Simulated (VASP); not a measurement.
# ZnCu2SnSe4 (I-4) in VASP: further runs

Aim: see how the results for ZnCu2SnSe4 move with the level of theory and the settings. Levels: r2SCAN, PBE. Tasks: single point.

Everything below comes from runs of VASP 6.6.1. Logs are shortened: lines on timing, memory, paths and dates and some standing lists are left out, and cuts for length are marked.

### Step 1. The cell of the first run

The structure is tetragonal, space group I-4 (No. 82). The conventional cell has a = 5.699 Å, b = 5.699 Å, c = 11.384 Å, α = 90.00°, β = 90.00°, γ = 90.00°. Cu (site symmetry -4) has 4 Se at 2.42 Å within 3.2 Å. Cu (site symmetry -4) has 4 Se at 2.41 Å within 3.2 Å. Zn (site symmetry -4) has 4 Se at 2.46 Å within 3.3 Å. Sn (site symmetry -4) has 4 Se at 2.58 Å within 3.4 Å. Within 3.2 Å of Se (site symmetry 1) lie 2 Cu at 2.41 to 2.42 Å and 1 Zn at 2.46 Å and 1 Sn at 2.58 Å.

### Step 2. Single point, r2SCAN

POSCAR

```
ZnCu2SnSe4
1.0
   -2.8497024633      2.8497024633      5.6917566457
    2.8497024633     -2.8497024633      5.6917566457
    2.8497024633      2.8497024633     -5.6917566457
Cu Zn Sn Se
2 1 1 4
Direct
    0.0000000000      0.0000000000      0.0000000000
    0.7500000000      0.2500000000      0.5000000000
    0.2500000000      0.7500000000      0.5000000000
    0.5000000000      0.5000000000      0.0000000000
    0.1033254123      0.6291550772      0.9923444390
    0.3708449228      0.3631893618      0.4741703351
    0.6368106382      0.1109809733      0.0076555610
    0.8890190267      0.8966745877      0.5258296649
```

INCAR.step1

```
SYSTEM = ZnCu2SnSe4
PREC = Accurate
ENCUT = 520
ISMEAR = -1
SIGMA = 0.02
LREAL = .FALSE.
LASPH = .TRUE.
NELM = 60
NBANDS = 46
GGA = PE
ALGO = Normal
EDIFF = 1E-4
LWAVE = .TRUE.
LCHARG = .FALSE.
```

INCAR.step2

```
SYSTEM = ZnCu2SnSe4
PREC = Accurate
ENCUT = 520
EDIFF = 1E-7
ISMEAR = -1
SIGMA = 0.02
LREAL = .FALSE.
LASPH = .TRUE.
NELM = 60
ALGO = Normal
ISIF = 2
LWAVE = .FALSE.
LCHARG = .FALSE.
METAGGA = R2SCAN
LMIXTAU = .TRUE.
NBANDS = 46
ISTART = 1
```

KPOINTS

```
regular mesh
0
G
  6 6 6
  0 0 0
```

Potentials or basis: VASP PAW PBE potentials, release 64 (Cu, Zn, Sn_d, Se).

Started as:

```console
cat potpaw_PBE.64/Cu/POTCAR potpaw_PBE.64/Zn/POTCAR potpaw_PBE.64/Sn_d/POTCAR potpaw_PBE.64/Se/POTCAR > POTCAR
cp INCAR.step1 INCAR
mpirun -np 1 vasp_std > vasp.out
cp INCAR.step2 INCAR
mpirun -np 1 vasp_std > vasp.out
```

OUTCAR:

```text
SYSTEM = ZnCu2SnSe4
   PREC = Accurate
   ENCUT = 520
   EDIFF = 1E-7
   ISMEAR = -1
   LREAL = .FALSE.
   LASPH = .TRUE.
   NELM = 60
   ISIF = 2
   METAGGA = R2SCAN
   ISTART = 1

 ion  position               nearest neighbor table
   1  0.000  0.000  0.000-   8 2.42   5 2.42   7 2.42   6 2.42
   2  0.750  0.250  0.500-   6 2.41   7 2.41   5 2.41   8 2.41
   3  0.250  0.750  0.500-   6 2.46   7 2.46   5 2.46   8 2.46
   4  0.500  0.500  0.000-   5 2.58   7 2.58   8 2.58   6 2.58
   5  0.103  0.629  0.992-   2 2.41   1 2.42   3 2.46   4 2.58
   6  0.371  0.363  0.474-   2 2.41   1 2.42   3 2.46   4 2.58
   7  0.637  0.111  0.008-   2 2.41   1 2.42   3 2.46   4 2.58
   8  0.889  0.897  0.526-   2 2.41   1 2.42   3 2.46   4 2.58

  LATTYP: Found a body centered tetragonal cell.
 ALAT       =     5.6994049266
 C/A-ratio  =     1.9973161125

  Lattice vectors:

 A1 = (  -2.8497024633,   2.8497024633,   5.6917566457)
 A2 = (   2.8497024633,  -2.8497024633,   5.6917566457)
 A3 = (   2.8497024633,   2.8497024633,  -5.6917566457)

Analysis of symmetry for initial positions (statically):
=====================================================================
 Subroutine PRICEL returns:
 Original cell was already a primitive cell.

 Routine SETGRP: Setting up the symmetry group for a
 body centered tetragonal supercell.

 Subroutine GETGRP returns: Found  4 space group operations
 (whereof  4 operations were pure point group operations)
 out of a pool of 16 trial point group operations.

The static configuration has the point symmetry S_4 .

Analysis of symmetry for dynamics (positions and initial velocities):
=====================================================================
 Subroutine PRICEL returns:
 Original cell was already a primitive cell.

 Routine SETGRP: Setting up the symmetry group for a
 body centered tetragonal supercell.

 Subroutine GETGRP returns: Found  4 space group operations
 (whereof  4 operations were pure point group operations)
 out of a pool of 16 trial point group operations.

The dynamic configuration has the point symmetry S_4 .

 Subroutine INISYM returns: Found  4 space group operations
 (whereof  4 operations are pure point group operations),
 and found     1 'primitive' translations

----------------------------------------------------------------------------------------

                                     Primitive cell

  volume of cell :     184.8866

  direct lattice vectors                    reciprocal lattice vectors
    -2.849702463  2.849702463  5.691756646     0.000000000  0.175456914  0.087846342
     2.849702463 -2.849702463  5.691756646     0.175456914  0.000000000  0.087846342
     2.849702463  2.849702463 -5.691756646     0.175456914  0.175456914  0.000000000

  length of vectors
     6.974073557  6.974073557  6.974073557     0.196219541  0.196219541  0.248133547

  position of ions in fractional coordinates (direct lattice)
     0.000000000  0.000000000  0.000000000
     0.750000000  0.250000000  0.500000000
     0.250000000  0.750000000  0.500000000
     0.500000000  0.500000000  0.000000000
     0.103325412  0.629155077  0.992344439
     0.370844923  0.363189362  0.474170335
     0.636810638  0.110980973  0.007655561
     0.889019027  0.896674588  0.525829665

  ion indices of the primitive-cell ions
   primitive index   ion index
                 1           1
                 2           2
                 3           3
                 4           4
                 5           5
                 6           6
                 7           7
                 8           8

----------------------------------------------------------------------------------------

 KPOINTS: regular mesh

Automatic generation of k-mesh.
 Grid dimensions read from file:
 generate k-points for:    6    6    6

 Generating k-lattice:

  Cartesian coordinates                     Fractional coordinates (reciprocal lattice)
     0.000000000  0.029242819  0.014641057     0.166666667  0.000000000  0.000000000
     0.029242819  0.000000000  0.014641057     0.000000000  0.166666667  0.000000000
     0.029242819  0.029242819  0.000000000     0.000000000  0.000000000  0.166666667

  Length of vectors
     0.032703257  0.032703257  0.041355591

  Shift w.r.t. Gamma in fractional coordinates (k-lattice)
     0.000000000  0.000000000  0.000000000

 Subroutine IBZKPT returns following result:
 ===========================================

 Found     36 irreducible k-points:

 Following reciprocal coordinates:
            Coordinates               Weight
  0.000000  0.000000  0.000000      1.000000
  0.166667  0.000000  0.000000      8.000000
  0.333333 -0.000000  0.000000      8.000000
  0.500000  0.000000 -0.000000      4.000000
  0.166667  0.166667  0.000000      8.000000
  0.333333  0.166667  0.000000      8.000000
[... 16 lines left out ...]
  0.333333 -0.333333  0.166667      4.000000
 -0.166667  0.333333  0.166667      8.000000
 [... further k-points ...]
   k-points           NKPTS =     36   k-points in BZ     NKDIM =     36   number of bands    NBANDS=     46
   number of dos      NEDOS =    301   number of ions     NIONS =      8
   total plane-waves  NPLWV = 157464
   dimension x,y,z NGX =    54 NGY =   54 NGZ =   54
   dimension x,y,z NGXF=   108 NGYF=  108 NGZF=  108
   ions per type =               2   1   1   4
   NGX,Y,Z   is equivalent  to a cutoff of  12.87, 12.87, 12.87 a.u.
   NGXF,Y,Z  is equivalent  to a cutoff of  25.74, 25.74, 25.74 a.u.
 SYSTEM =  ZnCu2SnSe4
   PREC   = accura    normal or accurate (medium, high low for compatibility)
   ISTART =      1    job   : 0-new  1-cont  2-samecut
   ICHARG =      0    charge: 1-file 2-atom 10-const
   ISPIN  =      1    spin polarized calculation?
   LNONCOLLINEAR =      F non collinear calculations
   LSORBIT =      F    spin-orbit coupling
   LASPH  =      T    aspherical Exc in radial PAW
   ENCUT  =  520.0 eV  38.22 Ry    6.18 a.u.  12.97 12.97 12.97*2*pi/ulx,y,z
   NELM   =     60;   NELMIN=  2; NELMDL=  0     # of ELM steps
   EDIFF  = 0.1E-06   stopping-criterion for ELM
   LREAL  =      F    real-space projection
   EDIFFG = 0.1E-05   stopping-criterion for IOM
   NSW    =      0    number of steps for IOM
   IBRION =     -1    ionic relax: 0-MD 1-quasi-New 2-CG
   NFREE  =      0    steps in history (QN), initial steepest desc. (CG)
   ISIF   =      2    stress and relaxation
   ISYM   =      2    0-nonsym 1-usesym 2-fastsym
   POTIM  = 0.5000    time-step for ionic-motion
   TEBEG  =    0.0;   TEEND  =   0.0 temperature during run
   PSTRESS=    0.0 pullay stress
   NELECT =      72.0000    total number of electrons
   NUPDOWN=      -1.0000    fix difference up-down
   EMIN   =  10.00;   EMAX   =-10.00  energy-range for DOS
   EFERMI =   0.00;   METHOD = LEGACY
   ISMEAR =    -1;   SIGMA  =   0.02  broadening in eV -4-tet -1-fermi 0-gaus
   EFERMI_NEDOS =   21; number of points for ismear=-14 and -15
   IALGO  =     38    algorithm
   IMIX   =      4    mixing-type and parameters
     AMIX     =   0.40;   BMIX     =  1.00
     AMIX_MAG =   1.60;   BMIX_MAG =  1.00
  volume/ion in A,a.u.               =      23.11       155.96
  Fermi-wavevector in a.u.,A,eV,Ry     =   1.195503  2.259172 19.445809  1.429227
  Thomas-Fermi vector in A             =   2.331466
   LORBIT       =      0    0 simple, 1 ext, 2 COOP (PROOUT), +10 PAW based schemes
   METAGGA = R2SCAN    functional components
   LHFCALC =     F    Hartree Fock is set to
   AEXX    =    0.0000 exact exchange contribution
   IVDW    =     0    specifies the selected vdW correction
   LEPSILON=     F    determine dielectric tensor
   LRPA    =     F    only Hartree local field effects (RPA)
 non-spin polarized calculation
  energy-cutoff  :      520.00
  volume of cell :      184.89
 maximum number of plane-waves:      5009
 NGX is ok and might be reduce to    54
   NGX = 25   NGY = 25   NGZ = 25

 number of electron      72.0000010 magnetization

 Free energy of the ion-electron system (eV)
  ---------------------------------------------------
  ext. energy  EPLUGINS =         0.00000000
  ---------------------------------------------------
  free energy    TOTEN  =      -116.36962823 eV

  energy without entropy =     -116.36946564  energy(sigma->0) =     -116.36954694

 E-fermi :   3.8125     XC(G=0): -10.0407

 val. band max:        3.7679245066   @ k =   0.0000   0.0000   0.0000
 cond. band min:       3.8509126277   @ k =   0.0000   0.0000   0.0000
 fundamental gap:      0.0829881211
 Fermi energy:         3.8124832889

 k-point     1 :       0.0000    0.0000    0.0000
  band No.  band energies     occupation
      1     -19.2509      2.00000
      2     -19.2469      2.00000
      3     -19.2469      2.00000
      4     -19.1782      2.00000
      5     -19.1735      2.00000
      6     -11.1866      2.00000
[... 38 lines left out ...]
     45       9.1379      0.00000
     46       9.6504      0.00000

 k-point     2 :       0.1667    0.0000    0.0000
  band No.  band energies     occupation
      1     -19.2510      2.00000
      2     -19.2470      2.00000
      3     -19.2469      2.00000
      4     -19.1781      2.00000
      5     -19.1735      2.00000
      6     -11.1029      2.00000
[... 38 lines left out ...]
     45       9.2008      0.00000
     46       9.6575      0.00000

 k-point     3 :       0.3333   -0.0000    0.0000
  band No.  band energies     occupation
      1     -19.2511      2.00000
      2     -19.2471      2.00000
      3     -19.2469      2.00000
      4     -19.1780      2.00000
      5     -19.1734      2.00000
      6     -10.8743      2.00000
[... 38 lines left out ...]
     45       9.5264      0.00000
     46      10.0248      0.00000

 k-point     4 :       0.5000    0.0000   -0.0000
  band No.  band energies     occupation
      1     -19.2512      2.00000
      2     -19.2472      2.00000
      3     -19.2469      2.00000
      4     -19.1779      2.00000
      5     -19.1734      2.00000
      6     -10.6432      2.00000
[... 920 lines left out ...]
     45       9.6181      0.00000
     46       9.9200      0.00000

 k-point    23 :       0.3333   -0.3333    0.1667
  band No.  band energies     occupation
      1     -19.2513      2.00000
      2     -19.2472      2.00000
      3     -19.2470      2.00000
      4     -19.1778      2.00000
      5     -19.1734      2.00000
      6     -10.6329      2.00000
[... 38 lines left out ...]
     45       9.8401      0.00000
     46      10.0944      0.00000

 k-point    24 :      -0.1667    0.3333    0.1667
  band No.  band energies     occupation
      1     -19.2512      2.00000
      2     -19.2472      2.00000
      3     -19.2469      2.00000
      4     -19.1779      2.00000
      5     -19.1734      2.00000
      6     -10.6638      2.00000
[... 38 lines left out ...]
     45       9.8146      0.00000
     46      10.0731      0.00000

 [... further k-points ...]

------------------------ aborting loop because EDIFF is reached ----------------------------------------

  FORCE on cell =-STRESS in cart. coord.  units (eV):
  Direction    XX          YY          ZZ          XY          YZ          ZX
  --------------------------------------------------------------------------------------
  -------------------------------------------------------------------------------------
  Total        0.0489682      0.0489682      0.0519739     -0.0000136      0.0000000      0.0000000
  in kB        0.4243451      0.4243451      0.4503915     -0.0001181      0.0000000      0.0000000
  external PRESSURE =       0.4330273 kB  Pullay stress =       0.0000000 kB

 VOLUME and BASIS-vectors are now :
 -----------------------------------------------------------------------------
  energy-cutoff  :      520.00
  volume of cell :      184.89
      direct lattice vectors                 reciprocal lattice vectors
    -2.849702463  2.849702463  5.691756646     0.000000000  0.175456914  0.087846342
     2.849702463 -2.849702463  5.691756646     0.175456914  0.000000000  0.087846342
     2.849702463  2.849702463 -5.691756646     0.175456914  0.175456914  0.000000000

 POSITION                                       TOTAL-FORCE (eV/Angst)
 -----------------------------------------------------------------------------------
      0.00000      0.00000      0.00000         0.000000      0.000000      0.000000
      0.00000      2.84970      2.84588         0.000000      0.000000      0.000000
      2.84970      0.00000      2.84588         0.000000     -0.000000      0.000000
      0.00000      0.00000      5.69176         0.000000      0.000000      0.000000
      4.32634      1.32943     -1.47908        -0.003779      0.002678      0.004465
      1.32943      1.37306      1.47908         0.002678      0.003779     -0.004465
     -1.47664      1.52027      4.21267         0.003779     -0.002678      0.004465
      1.52027      1.47664      7.17084        -0.002678     -0.003779     -0.004465
 -----------------------------------------------------------------------------------
    total drift:                                0.000450      0.000452     -0.000136

  FREE ENERGIE OF THE ION-ELECTRON SYSTEM (eV)
  ---------------------------------------------------
  free  energy   TOTEN  =      -116.3696282329 eV

  energy  without entropy=     -116.3694656416  energy(sigma->0) =     -116.36954694
```

Wall time 22 min (1 thread of AMD EPYC 9R45 (Zen 5), shared host); peak memory 0.6 GiB.

Results:

```yaml
Free_energy: -116.3696 eV
Pressure: 0.0 GPa
Largest_force: 0.006 eV/Å
Band_gap_on_the_k_mesh: 0.08 eV
```

Forces on the atoms (eV/Å):
```
Cu   0.000  0.000  0.000
Cu   0.000  0.000  0.000
Zn   0.000  0.000  0.000
Sn   0.000  0.000  0.000
Se  -0.004  0.003  0.004
Se   0.003  0.004 -0.004
Se   0.004 -0.003  0.004
Se  -0.003 -0.004 -0.004
```

Caveat: semilocal functionals underestimate gaps, and a narrow one can read as zero; the PAW data sets were made with another functional, which shifts forces and pressure a little; spin-orbit coupling is left out, which moves the levels of the heavy elements. A k mesh can miss the band edges.

[end of part 1 of 2]
